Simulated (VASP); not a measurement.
Write the native input for VASP 6.6.1 that does the following.

```yaml
Task: single point
Functional: LDA
Potentials_or_basis: VASP PAW LDA potentials, release 64 (Mg, Cd)
Cutoff: 600 eV
k_mesh: 6 × 6 × 6
Occupations: gaussian, width 0.1 eV
Spin: no spin polarisation
Dipole_correction: no
Further_INCAR_settings: ALGO = Normal; EDIFF = 1e-06; NBANDS = 27
```

The structure of MgCd3 lies in POSCAR:

```
MgCd3
1.0
    0.0000000000      3.4040258264      3.4040258264
    3.4040258264      0.0000000000      3.4040258264
    3.4040258264      3.4040258264      0.0000000000
Mg Cd
1 3
Direct
    0.0000000000      0.0000000000      0.0000000000
    0.5000000000      0.5000000000      0.5000000000
    0.2500000000      0.2500000000      0.2500000000
    0.7500000000      0.7500000000      0.7500000000
```

One way to write it, as run:

INCAR

```
SYSTEM = MgCd3
PREC     = Accurate       ! precision mode
ENCUT    = 600            ! plane-wave cutoff, eV
EDIFF    = 1E-6           ! SCF threshold, eV
ISMEAR   = 0              ! smearing method
SIGMA    = 0.1            ! smearing width, eV
LREAL    = .False.        ! projectors in reciprocal space
LASPH    = .True.         ! aspherical terms in the spheres
NELM     = 120            ! most SCF steps
ALGO     = Normal         ! electronic algorithm
ISIF     = 2              ! what is computed and relaxed
LWAVE    = .False.        ! write WAVECAR
LCHARG   = .True.         ! write CHGCAR
GGA      = CA             ! functional
LELF     = .True.         ! ELF
LVHAR    = .True.       
NBANDS   = 27             ! bands
GGA_COMPAT= .False.
```

KPOINTS

```
regular mesh
0
Gamma
  6 6 6
  0 0 0
```

Potentials or basis: VASP PAW LDA potentials, release 64 (Mg, Cd).

Command:

```bash
$ cat potpaw_LDA.64/Mg/POTCAR potpaw_LDA.64/Cd/POTCAR > POTCAR
$ mpirun -np 1 vasp_std > vasp.out
```

Results of the run:

* Pressure: 0.0 GPa
* Band gap on the k mesh: zero (bands 19 and 20 overlap by 2.92 eV)

Wall time 40 s on 1 thread of Intel Xeon 8259CL (shared host), peak memory 0.21 GiB.
